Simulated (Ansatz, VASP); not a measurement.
**One calculation of Te, two programs**

The input INCAR:

```
PREC = Accurate
ENCUT = 600
EDIFF = 1E-6
ISMEAR = -1
SIGMA = 0.1
LREAL = False
LASPH = True
NELM = 60
ALGO = Normal
ISIF = 3
LWAVE = False
LCHARG = False
GGA = PS
IBRION = 2
NSW = 80
EDIFFG = -0.01
```

File KPOINTS:

```
regular mesh
0
Gamma
  4 4 4
```

POSCAR

```
Te
1.0
    6.1330711348      0.0000000000      0.0000000000
    0.0000000000      6.1330711348      0.0000000000
    0.0000000000      0.0000000000      6.1330711348
Te
8
Direct
    0.0000000000      0.0000000000      0.0000000000
    0.5000000000      0.5000000000      0.5000000000
    0.2500000000      0.0000000000      0.5000000000
    0.7500000000      0.0000000000      0.5000000000
    0.5000000000      0.2500000000      0.0000000000
    0.5000000000      0.7500000000      0.0000000000
    0.0000000000      0.5000000000      0.2500000000
    0.0000000000      0.5000000000      0.7500000000
```

Input for Ansatz:

```yaml
crystal:
  lattice:
    - [6.1330711348, 0.0, 0.0]
    - [0.0, 6.1330711348, 0.0]
    - [0.0, 0.0, 6.1330711348]
  atoms:
    - { symbol: Te, position: [0.0, 0.0, 0.0] }
    - { symbol: Te, position: [0.5, 0.5, 0.5] }
    - { symbol: Te, position: [0.25, 0.0, 0.5] }
    - { symbol: Te, position: [0.75, 0.0, 0.5] }
    - { symbol: Te, position: [0.5, 0.25, 0.0] }
    - { symbol: Te, position: [0.5, 0.75, 0.0] }
    - { symbol: Te, position: [0.0, 0.5, 0.25] }
    - { symbol: Te, position: [0.0, 0.5, 0.75] }
hamiltonian:
  xc: pbesol
  pseudopotentials:
    kind: paw
    azcp:
      Te: "pseudopotentials/Te.paw.azcp"
basis:
  ecutwfc: 420
  fft_grid_basis: typed
kpoints:
  mp_grid: { grid: [4, 4, 4], shift: [0, 0, 0] }
magnetization:
  spin_polarized: false
scf:
  occupations: { method: fermi_dirac, width: 0.1 }
relax:
  max_steps: 60
  f_tol: 0.01
  cell: {}
```

Alike in both runs: task relaxation of cell and atoms; functional PBEsol; k mesh 4 × 4 × 4; occupations fermi-dirac, width 0.1 eV; no spin polarisation.

```csv
,VASP,Ansatz
version,VASP 6.6.1,Ansatz 0.2.0
potentials or method,"VASP PAW PBE potentials, release 64 (Te), cutoff 600 eV","plane waves (420 eV) with PAW, scalar-relativistic"
valence electrons in the cell,48,128
```

VASP gave:

- relaxed volume (Å³/atom): 27.63
- relaxed cell length with the largest relative difference (Å): 6.046

Q: Which values does Ansatz return?

A: Relaxed volume (Å³/atom): 27.60; relaxed cell length with the largest relative difference (Å): 6.044.

VASP's potentials were made for PBE, not for PBEsol, and Ansatz warns of the same on its side. VASP's potentials hold 48 valence electrons a cell and Ansatz's 128, so a difference there can come from the potentials and not from the codes.

Neither program's run includes spin-orbit coupling. Noted on VASP's run: too few bands were computed for a metal, which touches its energy and stress.
